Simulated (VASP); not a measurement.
# TiB2 (P6/mmm) in VASP: further runs

TiB2 is run at these levels: PBE; tasks: single point.

All numbers are computed with VASP 6.6.1; they aren't measurements. Logs are shortened: lines on timing, memory, paths and dates and some standing lists are left out, and cuts for length are marked.

**1. The cell of the first run**

The structure is hexagonal, space group P6/mmm (No. 191). Conventional cell: a = 2.967 Å, b = 2.967 Å, c = 3.162 Å, α = 90.00°, β = 90.00°, γ = 120.00°. Ti (site symmetry 6/mmm) has 12 B at 2.33 Å and 8 Ti at 2.97 to 3.16 Å within 3.2 Å. Within 2.4 Å of B (site symmetry -6m2) lie 3 B at 1.71 Å and 6 Ti at 2.33 Å.

**2. Single point, PBE (8.04 Å³/atom)**

Input file INCAR:

```
SYSTEM = TiB2
PREC     = Accurate       ! precision mode
ENCUT    = 520            ! plane-wave cutoff, eV
EDIFF    = 1E-6           ! SCF threshold, eV
ISMEAR   = -1             ! smearing method
SIGMA    = 0.08           ! smearing width, eV
LREAL    = .False.        ! projectors in reciprocal space
LASPH    = .True.         ! aspherical terms in the spheres
NELM     = 60             ! most SCF steps
ALGO     = Normal         ! electronic algorithm
ISIF     = 2              ! what is computed and relaxed
LWAVE    = .False.        ! write WAVECAR
LCHARG   = .False.        ! write CHGCAR
GGA      = PE             ! functional
NBANDS   = 16             ! bands
```

Input file KPOINTS:

```
regular mesh
0
Gamma
  15 15 13
  0 0 0
```

Input file POSCAR:

```
TiB2
1.0
    2.9673604788      0.0000000000      0.0000000000
   -1.4836802394      2.5698095569      0.0000000000
    0.0000000000      0.0000000000      3.1624957934
Ti B
1 2
Direct
    0.0000000000      0.0000000000      0.0000000000
    0.3333333333      0.6666666667      0.5000000000
    0.6666666667      0.3333333333      0.5000000000
```

Potentials or basis: VASP PAW PBE potentials, release 64 (Ti_sv, B).

Launch:

```bash
> cat potpaw_PBE.64/Ti_sv/POTCAR potpaw_PBE.64/B/POTCAR > POTCAR
> mpirun -np 1 vasp_std > vasp.out
```

OUTCAR:

```text
SYSTEM = TiB2
   PREC = Accurate
   ENCUT = 520
   EDIFF = 1E-6
   ISMEAR = -1
   LREAL = .False.
   LASPH = .True.
   NELM = 60
   ISIF = 2
   GGA = PE

 ion  position               nearest neighbor table
   1  0.000  0.000  0.000-   2 2.33   3 2.33   2 2.33   3 2.33   3 2.33   3 2.33   2 2.33   2 2.33
                             3 2.33   3 2.33   2 2.33   2 2.33
   2  0.333  0.667  0.500-   3 1.71   3 1.71   3 1.71   1 2.33   1 2.33   1 2.33   1 2.33   1 2.33
                             1 2.33
   3  0.667  0.333  0.500-   2 1.71   2 1.71   2 1.71   1 2.33   1 2.33   1 2.33   1 2.33   1 2.33
                             1 2.33

  LATTYP: Found a hexagonal cell.
 ALAT       =     2.9673604788
 C/A-ratio  =     1.0657605694

  Lattice vectors:

 A1 = (   2.9673604788,   0.0000000000,   0.0000000000)
 A2 = (  -1.4836802394,   2.5698095569,   0.0000000000)
 A3 = (   0.0000000000,   0.0000000000,   3.1624957934)

Analysis of symmetry for initial positions (statically):
=====================================================================
 Subroutine PRICEL returns:
 Original cell was already a primitive cell.

 Routine SETGRP: Setting up the symmetry group for a
 hexagonal supercell.

 Subroutine GETGRP returns: Found 24 space group operations
 (whereof 24 operations were pure point group operations)
 out of a pool of 24 trial point group operations.

The static configuration has the point symmetry D_6h.

Analysis of symmetry for dynamics (positions and initial velocities):
=====================================================================
 Subroutine PRICEL returns:
 Original cell was already a primitive cell.

 Routine SETGRP: Setting up the symmetry group for a
 hexagonal supercell.

 Subroutine GETGRP returns: Found 24 space group operations
 (whereof 24 operations were pure point group operations)
 out of a pool of 24 trial point group operations.

The dynamic configuration has the point symmetry D_6h.

 Subroutine INISYM returns: Found 24 space group operations
 (whereof 24 operations are pure point group operations),
 and found     1 'primitive' translations

----------------------------------------------------------------------------------------

                                     Primitive cell

  volume of cell :      24.1158

  direct lattice vectors                    reciprocal lattice vectors
     2.967360479  0.000000000  0.000000000     0.336999838  0.194566947  0.000000000
    -1.483680239  2.569809557  0.000000000     0.000000000  0.389133894  0.000000000
     0.000000000  0.000000000  3.162495793     0.000000000  0.000000000  0.316205954

  length of vectors
     2.967360479  2.967360479  3.162495793     0.389133894  0.389133894  0.316205954

  position of ions in fractional coordinates (direct lattice)
     0.000000000  0.000000000  0.000000000
     0.333333333  0.666666667  0.500000000
     0.666666667  0.333333333  0.500000000

  ion indices of the primitive-cell ions
   primitive index   ion index
                 1           1
                 2           2
                 3           3

----------------------------------------------------------------------------------------

 KPOINTS: regular mesh

Automatic generation of k-mesh.
 Grid dimensions read from file:
 generate k-points for:   15   15   13

 Generating k-lattice:

  Cartesian coordinates                     Fractional coordinates (reciprocal lattice)
     0.022466656  0.012971130  0.000000000     0.066666667  0.000000000  0.000000000
     0.000000000  0.025942260  0.000000000     0.000000000  0.066666667  0.000000000
     0.000000000  0.000000000  0.024323535     0.000000000  0.000000000  0.076923077

  Length of vectors
     0.025942260  0.025942260  0.024323535

  Shift w.r.t. Gamma in fractional coordinates (k-lattice)
     0.000000000  0.000000000  0.000000000

 Subroutine IBZKPT returns following result:
 ===========================================

 Found    189 irreducible k-points:

 Following reciprocal coordinates:
            Coordinates               Weight
  0.000000  0.000000  0.000000      1.000000
  0.066667 -0.000000  0.000000      6.000000
  0.133333 -0.000000  0.000000      6.000000
  0.200000 -0.000000  0.000000      6.000000
  0.266667 -0.000000  0.000000      6.000000
  0.333333 -0.000000  0.000000      6.000000
[... 16 lines left out ...]
  0.333333  0.200000  0.000000     12.000000
  0.400000  0.200000  0.000000      6.000000
 [... further k-points ...]
   k-points           NKPTS =    189   k-points in BZ     NKDIM =    189   number of bands    NBANDS=     16
   number of dos      NEDOS =    301   number of ions     NIONS =      3
   total plane-waves  NPLWV =  13824
   dimension x,y,z NGX =    24 NGY =   24 NGZ =   24
   dimension x,y,z NGXF=    48 NGYF=   48 NGZF=   48
   ions per type =               1   2
   NGX,Y,Z   is equivalent  to a cutoff of  13.45, 13.45, 12.62 a.u.
   NGXF,Y,Z  is equivalent  to a cutoff of  26.89, 26.89, 25.23 a.u.
 SYSTEM =  TiB2
   PREC   = accura    normal or accurate (medium, high low for compatibility)
   ISTART =      0    job   : 0-new  1-cont  2-samecut
   ICHARG =      2    charge: 1-file 2-atom 10-const
   ISPIN  =      1    spin polarized calculation?
   LNONCOLLINEAR =      F non collinear calculations
   LSORBIT =      F    spin-orbit coupling
   LASPH  =      T    aspherical Exc in radial PAW
   ENCUT  =  520.0 eV  38.22 Ry    6.18 a.u.   5.52  5.52  5.88*2*pi/ulx,y,z
   NELM   =     60;   NELMIN=  2; NELMDL= -5     # of ELM steps
   EDIFF  = 0.1E-05   stopping-criterion for ELM
   LREAL  =      F    real-space projection
   EDIFFG = 0.1E-04   stopping-criterion for IOM
   NSW    =      0    number of steps for IOM
   IBRION =     -1    ionic relax: 0-MD 1-quasi-New 2-CG
   NFREE  =      0    steps in history (QN), initial steepest desc. (CG)
   ISIF   =      2    stress and relaxation
   ISYM   =      2    0-nonsym 1-usesym 2-fastsym
   POTIM  = 0.5000    time-step for ionic-motion
   TEBEG  =    0.0;   TEEND  =   0.0 temperature during run
   PSTRESS=    0.0 pullay stress
   NELECT =      18.0000    total number of electrons
   NUPDOWN=      -1.0000    fix difference up-down
   EMIN   =  10.00;   EMAX   =-10.00  energy-range for DOS
   EFERMI =   0.00;   METHOD = LEGACY
   ISMEAR =    -1;   SIGMA  =   0.08  broadening in eV -4-tet -1-fermi 0-gaus
   EFERMI_NEDOS =   21; number of points for ismear=-14 and -15
   IALGO  =     38    algorithm
   IMIX   =      4    mixing-type and parameters
     AMIX     =   0.40;   BMIX     =  1.00
     AMIX_MAG =   1.60;   BMIX_MAG =  1.00
  volume/ion in A,a.u.               =       8.04        54.25
  Fermi-wavevector in a.u.,A,eV,Ry     =   1.485019  2.806278 30.004664  2.205281
  Thomas-Fermi vector in A             =   2.598483
   LORBIT       =      0    0 simple, 1 ext, 2 COOP (PROOUT), +10 PAW based schemes
   GGA     = PE    functional components
   LHFCALC =     F    Hartree Fock is set to
   AEXX    =    0.0000 exact exchange contribution
   IVDW    =     0    specifies the selected vdW correction
   LEPSILON=     F    determine dielectric tensor
   LRPA    =     F    only Hartree local field effects (RPA)
 non-spin polarized calculation
  energy-cutoff  :      520.00
  volume of cell :       24.12
 maximum number of plane-waves:       672
 NGX is ok and might be reduce to    24
   NGX = 11   NGY = 11   NGZ = 11

 number of electron      17.9999999 magnetization

 Free energy of the ion-electron system (eV)
  ---------------------------------------------------
  ext. energy  EPLUGINS =         0.00000000
  ---------------------------------------------------
  free energy    TOTEN  =       -24.34630700 eV

  energy without entropy =      -24.33882326  energy(sigma->0) =      -24.34256513

 E-fermi :  10.7133     XC(G=0): -13.0694

 val. band max:       10.7081016666   @ k =   0.2000   0.2000   0.0769
 cond. band min:      10.7623293908   @ k =   0.0667  -0.0000   0.3846
 fundamental gap:      0.0542277242
 Fermi energy:        10.7133105746

 k-point     1 :       0.0000    0.0000    0.0000
  band No.  band energies     occupation
      1     -46.1148      2.00000
      2     -22.4831      2.00000
      3     -22.1197      2.00000
      4     -22.1197      2.00000
      5      -3.1593      2.00000
      6       7.9538      2.00000
[... 8 lines left out ...]
     15      16.7353      0.00000
     16      18.1530      0.00000

 k-point     2 :       0.0667   -0.0000    0.0000
  band No.  band energies     occupation
      1     -46.1117      2.00000
      2     -22.4793      2.00000
      3     -22.1422      2.00000
      4     -22.1247      2.00000
      5      -3.0693      2.00000
      6       7.7022      2.00000
[... 8 lines left out ...]
     15      17.3201      0.00000
     16      18.4289      0.00000

 k-point     3 :       0.1333   -0.0000    0.0000
  band No.  band energies     occupation
      1     -46.1031      2.00000
      2     -22.4686      2.00000
      3     -22.2056      2.00000
      4     -22.1390      2.00000
      5      -2.8033      2.00000
      6       7.0214      2.00000
[... 8 lines left out ...]
     15      18.5677      0.00000
     16      19.2519      0.00000

 k-point     4 :       0.2000   -0.0000    0.0000
  band No.  band energies     occupation
      1     -46.0903      2.00000
      2     -22.4527      2.00000
      3     -22.2979      2.00000
      4     -22.1599      2.00000
      5      -2.3719      2.00000
      6       6.0753      2.00000
[... 8 lines left out ...]
     15      18.9345      0.00000
     16      20.1133      0.00000
[... 324 lines left out ...]
 k-point    22 :       0.2667    0.2000    0.0000
  band No.  band energies     occupation
      1     -46.0475      2.00000
      2     -22.5246      2.00000
      3     -22.3998      2.00000
      4     -22.3032      2.00000
      5      -0.1563      2.00000
      6       3.5705      2.00000
[... 8 lines left out ...]
     15      19.8079      0.00000
     16      21.2456      0.00000

 k-point    23 :       0.3333    0.2000    0.0000
  band No.  band energies     occupation
      1     -46.0404      2.00000
      2     -22.5533      2.00000
      3     -22.3911      2.00000
      4     -22.3350      2.00000
      5       0.7058      2.00000
      6       2.6293      2.00000
[... 8 lines left out ...]
     15      19.8983      0.00000
     16      21.3279      0.00000

 k-point    24 :       0.4000    0.2000    0.0000
  band No.  band energies     occupation
      1     -46.0379      2.00000
      2     -22.5630      2.00000
      3     -22.3880      2.00000
      4     -22.3467      2.00000
      5       1.6307      2.00000
      6       1.6650      2.00000
[... 8 lines left out ...]
     15      19.9542      0.00000
     16      21.3535      0.00000

 [... further k-points ...]
[... 5 lines left out ...]
  --------------------------------------------------------------------------------------
  -------------------------------------------------------------------------------------
  Total        2.9992651      2.9992651      2.2782407      0.0000000     -0.0000000      0.0000000
  in kB      199.2618818    199.2618818    151.3592527      0.0000000     -0.0000000      0.0000000
  external PRESSURE =     183.2943388 kB  Pullay stress =       0.0000000 kB

 VOLUME and BASIS-vectors are now :
 -----------------------------------------------------------------------------
  energy-cutoff  :      520.00
  volume of cell :       24.12
      direct lattice vectors                 reciprocal lattice vectors
     2.967360479  0.000000000  0.000000000     0.336999838  0.194566947  0.000000000
    -1.483680239  2.569809557  0.000000000     0.000000000  0.389133894  0.000000000
     0.000000000  0.000000000  3.162495793     0.000000000  0.000000000  0.316205954

 POSITION                                       TOTAL-FORCE (eV/Angst)
 -----------------------------------------------------------------------------------
      0.00000      0.00000      0.00000         0.000000      0.000000     -0.000000
     -0.00000      1.71321      1.58125        -0.000000     -0.000000      0.000000
      1.48368      0.85660      1.58125         0.000000      0.000000     -0.000000
 -----------------------------------------------------------------------------------
    total drift:                               -0.000000      0.000000      0.000000

  FREE ENERGIE OF THE ION-ELECTRON SYSTEM (eV)
  ---------------------------------------------------
  free  energy   TOTEN  =       -24.3463069988 eV

  energy  without entropy=      -24.3388232627  energy(sigma->0) =      -24.34256513
```

Wall time 67 s (1 thread of Intel Xeon 8259CL, shared host); peak memory 0.19 GiB.

What came out:

```yaml
Free_energy: -24.3463 eV
Pressure: 18.3 GPa
Band_gap_on_the_k_mesh: zero (bands 9 and 10 overlap by 0.50 eV)
```

Stress tensor (GPa, compression positive):
```
19.93  0.00  0.00
 0.00 19.93  0.00
 0.00  0.00 15.14
```

Levels at points of the mesh, in eV from the Fermi level:
| k point | band 5 | band 6 | band 7 | band 8 | band 9 | band 10 | band 11 | band 12 | band 13 | band 14 |
| --- | --- | --- | --- | --- | --- | --- | --- | --- | --- | --- |
| (0.00, 0.00, 0.00) | -13.87 | -2.76 | -2.76 | -2.37 | -2.29 | 2.05 | 2.05 | 3.93 | 3.93 | 6.02 |

Caveat: the cell stands under pressure.

**3. Single point, PBE (8.38 Å³/atom)**

This run uses another cell than the first one, of 8.38 Å³/atom.

Input file INCAR:

```
PREC = Accurate
ENCUT = 520
EDIFF = 1E-7
ISMEAR = -1
SIGMA = 0.08
LREAL = False
LASPH = True
NELM = 100
ALGO = Normal
ISIF = 2
LWAVE = False
LCHARG = True
GGA = PE
LELF = True
LVHAR = True
NBANDS = 16
```

Input file KPOINTS:

```
regular mesh
0
Gamma
  15 15 13
```

Input file POSCAR:

```
TiB2
1.0
    3.0088673998      0.0000000000      0.0000000000
   -1.5044336999      2.6057556048      0.0000000000
    0.0000000000      0.0000000000      3.2067322330
Ti B
1 2
Direct
    0.0000000000      0.0000000000      0.0000000000
    0.3333333333      0.6666666667      0.5000000000
    0.6666666667      0.3333333333      0.5000000000
```

Potentials or basis: VASP PAW PBE potentials, release 64 (Ti_sv, B).

Launch:

```bash
> cat potpaw_PBE.64/Ti_sv/POTCAR potpaw_PBE.64/B/POTCAR > POTCAR
> mpirun -np 1 vasp_std > vasp.out
```

Run time: 1.7 min. Hardware: 1 thread of Intel Xeon 8259CL, shared host; peak memory 0.2 GiB.

Results (log left out):

| Item | Value |
| --- | --- |
| Free energy | -24.4228 eV |
| Pressure | 5.8 GPa |
| Band gap on the k mesh | zero (bands 9 and 10 overlap by 0.47 eV) |

Stress tensor (GPa, compression positive):
```
6.55 0.00 0.00
0.00 6.55 0.00
0.00 0.00 4.36
```

Levels at points of the mesh, in eV from the Fermi level:
```csv
k point,band 7,band 8,band 9,band 10,band 11,band 12
"(0.00, 0.00, 0.00)",-2.66,-2.36,-2.18,1.93,1.93,3.73
```

Caveat: the cell stands under pressure.

**4. Single point, PBE (8.64 Å³/atom)**

This run uses another cell than the first one, of 8.64 Å³/atom.

Input file INCAR:

```
PREC = Accurate
ENCUT = 520
EDIFF = 1E-6
ISMEAR = -1
SIGMA = 0.08
LREAL = F
LASPH = T
NELM = 60
ALGO = Normal
ISIF = 2
LWAVE = F
LCHARG = F
GGA = PE
NBANDS = 16
```

Input file KPOINTS:

```
Automatic mesh
0
Gamma
  15 15 13
```

Input file POSCAR:

```
TiB2
1.0
    3.0392620569      0.0000000000      0.0000000000
   -1.5196310285      2.6320781501      0.0000000000
    0.0000000000      0.0000000000      3.2391256602
Ti B
1 2
Direct
    0.0000000000      0.0000000000      0.0000000000
    0.3333333333      0.6666666667      0.5000000000
    0.6666666667      0.3333333333      0.5000000000
```

Launch:

```bash
> cat potpaw_PBE.64/Ti_sv/POTCAR potpaw_PBE.64/B/POTCAR > POTCAR
> mpirun -np 1 vasp_std > vasp.out
```

Run time: 98 s. Hardware: 1 thread of Intel Xeon 8259CL, shared host; peak memory 0.2 GiB.

The run converged. Its results:

```
Free energy            : -24.4318 eV
Pressure               : -2.0 GPa
Band gap on the k mesh : zero (bands 9 and 10 overlap by 0.46 eV)
```

Stress tensor (GPa, compression positive):
```
-1.88  0.00  0.00
 0.00 -1.88  0.00
 0.00  0.00 -2.33
```

Levels at points of the mesh, in eV from the Fermi level:
| k point | band 6 | band 7 | band 8 | band 9 | band 10 | band 11 | band 12 | band 13 |
| --- | --- | --- | --- | --- | --- | --- | --- | --- |
| (0.00, 0.00, 0.00) | -2.60 | -2.60 | -2.34 | -2.11 | 1.84 | 1.84 | 3.59 | 3.59 |

**5. Single point, PBE (8.89 Å³/atom)**

This run uses another cell than the first one, of 8.89 Å³/atom.

Input file INCAR:

```
PREC = Accurate ; ENCUT = 520
EDIFF = 1E-6 ; ISMEAR = -1
SIGMA = 0.08 ; LREAL = F
LASPH = T ; NELM = 80
ALGO = Normal ; ISIF = 2
LWAVE = F ; LCHARG = F
GGA = PE ; NBANDS = 16
```

Input file KPOINTS:

```
regular mesh
0
Gamma
  15 15 13
```

Input file POSCAR:

```
TiB2
1.0
    3.0690606440      0.0000000000      0.0000000000
   -1.5345303220      2.6578844835      0.0000000000
    0.0000000000      0.0000000000      3.2708838193
Ti B
1 2
Direct
    0.0000000000      0.0000000000      0.0000000000
    0.3333333333      0.6666666667      0.5000000000
    0.6666666667      0.3333333333      0.5000000000
```

Launch:

```bash
> cat potpaw_PBE.64/Ti_sv/POTCAR potpaw_PBE.64/B/POTCAR > POTCAR
> mpirun -np 1 vasp_std > vasp.out
```

It took 97 s on 1 thread of Intel Xeon 8259CL, shared host; peak memory 0.2 GiB.

Results (log left out):

```
Free energy            : -24.4055 eV
Pressure               : -8.9 GPa
Band gap on the k mesh : zero (bands 9 and 10 overlap by 0.44 eV)
```

Stress tensor (GPa, compression positive):
```
-9.22  0.00  0.00
 0.00 -9.22  0.00
 0.00  0.00 -8.11
```

Levels at points of the mesh, in eV from the Fermi level:
```csv
k point,band 5,band 6,band 7,band 8,band 9,band 10,band 11,band 12,band 13,band 14
"(0.00, 0.00, 0.00)",-13.30,-2.53,-2.53,-2.32,-2.03,1.76,1.76,3.46,3.46,5.59
```

Caveat: the cell stands under tension.

**6. Summary**

```csv
cell,gap on the mesh (eV),pressure (GPa)
"a = 2.967, b = 2.967, c = 3.162 Å, angles 90.0, 90.0, 120.0°, 3 atoms",none,18.3
"a = 3.009, b = 3.009, c = 3.207 Å, angles 90.0, 90.0, 120.0°, 3 atoms",none,5.8
"a = 3.039, b = 3.039, c = 3.239 Å, angles 90.0, 90.0, 120.0°, 3 atoms",none,-2.0
"a = 3.069, b = 3.069, c = 3.271 Å, angles 90.0, 90.0, 120.0°, 3 atoms",none,-8.9
```

Alike in all rows: task single point; level PBE; potentials or basis VASP PAW PBE potentials, release 64 (Ti_sv, B); no spin polarisation; k mesh 15 × 15 × 13; cutoff (eV) 520; smearing fermi-dirac 0.08 eV.

Caveats: the cell stands under pressure (at least some runs); the cell stands under tension (at least some runs).

Absolute energies hang on the potentials; compare differences alone.

The gap in the log of VASP goes by the Fermi energy; the results here count the filled bands.